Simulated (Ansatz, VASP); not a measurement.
**One calculation of CaSe, two programs**

```
Ca Se
1.0
     3.72285    0.00000    0.00000
     0.00000    3.72285    0.00000
     0.00000    0.00000    3.72285
Ca Se
1 1
Direct
  0.00000 0.00000 0.00000
  0.50000 0.50000 0.50000
```

Alike in both runs: task single point; functional PBE; k mesh 6 × 6 × 6; no spin polarisation.

|  | VASP | Ansatz |
| --- | --- | --- |
| version | VASP 6.6.1 | Ansatz 0.2.0 |
| potentials or method | VASP PAW PBE potentials, release 64 (Ca_sv, Se) | plane waves, PAW |
| plane-wave cutoff (eV) | 520 | 420 |
| occupations | gaussian, width 0.01 eV | fixed |
| valence electrons in the cell | 16 | 26 |

|  | VASP | Ansatz | Ansatz less VASP |
| --- | --- | --- | --- |
| gap on the k mesh at the Fermi level (eV) | 0.86 | 0.86 | +0.006 |
| pressure (GPa) | -2.5 | -2.6 | -0.12 |

VASP's potentials hold 16 valence electrons a cell and Ansatz's 26, so a difference there can come from the potentials and not from the codes.
